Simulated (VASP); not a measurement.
A run of VASP 6.6.1:

The input INCAR:

```
PREC = Accurate
ENCUT = 420
EDIFF = 1E-6
ISMEAR = -1
SIGMA = 0.3637
LREAL = Auto
LASPH = T
NELM = 120
ALGO = Normal
ISIF = 2
LWAVE = F
LCHARG = F
GGA = PE
ISYM = -1
NBANDS = 158
GGA_COMPAT = F
```

File KPOINTS:

```
explicit points
1
Reciprocal
  0.25000000   0.25000000   0.25000000 1
```

POSCAR

```
Hf6B3Ru7W8
1.0
    7.3750040000     -0.1530220000     -0.0573130000
   -0.1530220000      7.2550850000     -0.1107270000
   -0.0573130000     -0.1107270000      6.9577420000
W Ru Hf B
8 7 6 3
Direct
    0.2885115901      0.5857310324      0.1795298970
    0.8163238851      0.6789627562      0.6320499495
    0.6585047565      0.9957092438      0.4357788461
    0.3384137892      0.8713566131      0.4796349467
    0.4668144709      0.0231966851      0.1638718477
    0.4217408632      0.1958672475      0.7607620442
    0.0043876843      0.4975149205      0.3558086526
    0.7229182461      0.0689518830      0.8836180543
    0.5876933570      0.4887598814      0.8877190883
    0.7046222851      0.2985574034      0.2046711969
    0.3363443613      0.3137545650      0.4017353627
    0.5543073970      0.6132630374      0.4700771883
    0.2255219538      0.5373225203      0.6426141484
    0.6713280113      0.3266736320      0.5945163551
    0.4749152266      0.8014706499      0.7878675664
    0.0827907867      0.1784345335      0.1269689950
    0.0236772029      0.8657938587      0.3167511483
    0.1071642143      0.8583312793      0.8538017578
    0.6738994875      0.7198420778      0.1111744522
    0.0170027991      0.1895787143      0.6217262675
    0.9398191299      0.5045065756      0.9859933515
    0.2214198148      0.3807304596      0.8945943059
    0.8018552767      0.0251549110      0.1809993902
    0.3614893400      0.2917093963      0.0641455439
```

Potentials or basis: VASP PAW PBE potentials, release 64 (W_sv, Ru_pv, Hf_pv, B).

Run with:

```sh
$ cat potpaw_PBE.64/W_sv/POTCAR potpaw_PBE.64/Ru_pv/POTCAR potpaw_PBE.64/Hf_pv/POTCAR potpaw_PBE.64/B/POTCAR > POTCAR
$ mpirun -np 1 vasp_std > vasp.out
```

Hardware: 1 thread of Intel(R) Xeon(R) 6975P-C (Granite Rapids), with other jobs on the host.

Question: How long does it take, and how much memory?

Answer: Wall time 2.2 min on 1 thread of Intel(R) Xeon(R) 6975P-C (Granite Rapids), with other jobs on the host, peak memory 0.36 GiB. Counts: scf iterations 29, k points 1.
